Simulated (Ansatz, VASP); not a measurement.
# BaTe: VASP beside Ansatz

The input POSCAR:

```
BaTe
1.0
    0.0000000000      3.3403886307      3.3403886307
    3.3403886307      0.0000000000      3.3403886307
    3.3403886307      3.3403886307      0.0000000000
Ba Te
1 1
Direct
    0.0000000000      0.0000000000      0.0000000000
    0.5000000000      0.5000000000      0.5000000000
```

Contents of INCAR.step1:

```
ALGO = Normal
EDIFF = 1E-4
ENCUT = 520
GGA = PE
ISMEAR = -1
LASPH = T
LCHARG = F
LREAL = F
LWAVE = T
NBANDS = 15
NELM = 100
PREC = Accurate
SIGMA = 0.05
```

Contents of INCAR.step2:

```
ALGO = Normal
EDIFF = 1E-6
ENCUT = 520
ISIF = 2
ISMEAR = -1
ISTART = 1
LASPH = T
LCHARG = F
LMIXTAU = T
LREAL = F
LWAVE = F
METAGGA = R2SCAN
NBANDS = 15
NELM = 100
PREC = Accurate
SIGMA = 0.05
```

The input KPOINTS:

```
k-points
0
Gamma
  7 7 7
```

input.yaml

```yaml
crystal:
  lattice:
    - [0.0, 3.3403886307, 3.3403886307]
    - [3.3403886307, 0.0, 3.3403886307]
    - [3.3403886307, 3.3403886307, 0.0]
  atoms:
    - { symbol: Ba, position: [0.0, 0.0, 0.0] }
    - { symbol: Te, position: [0.5, 0.5, 0.5] }
hamiltonian:
  xc: r2scan
  pseudopotentials: { kind: paw }
kpoints:
  mp_grid: { grid: [7, 7, 7] }
scf:
  occupations: { method: fermi_dirac, width: 0.05 }
output:
  forces: true
  stress: true
  eigenvalues: true
```

Alike in both runs: task single point; functional r2SCAN; k mesh 7 × 7 × 7; occupations fermi-dirac, width 0.05 eV; no spin polarisation.

```csv
,VASP,Ansatz
version,VASP 6.6.1,Ansatz 0.2.0
potentials or method,"VASP PAW PBE potentials, release 64 (Ba_sv, Te)",Ansatz PAW
plane-wave cutoff (eV),520,500
valence electrons in the cell,16,26
```

```tsv
	VASP	Ansatz	Ansatz less VASP
gap on the k mesh at the Fermi level (eV)	1.57	1.68	+0.110
least direct gap on the mesh (eV)	1.94	2.01	+0.066
pressure (GPa)	7.9	7.4	-0.58
```

VASP's potentials were made for PBE, not for r2SCAN. With one functional, cell and mesh, what is left measures potentials, basis and numerics. VASP's potentials hold 16 valence electrons a cell and Ansatz's 26, so a difference there can come from the potentials and not from the codes.

Spin-orbit coupling is off throughout. Noted on Ansatz's run: odd divisions of the mesh miss points on the zone boundary, where band edges often lie, so the gap on the mesh can be too wide.
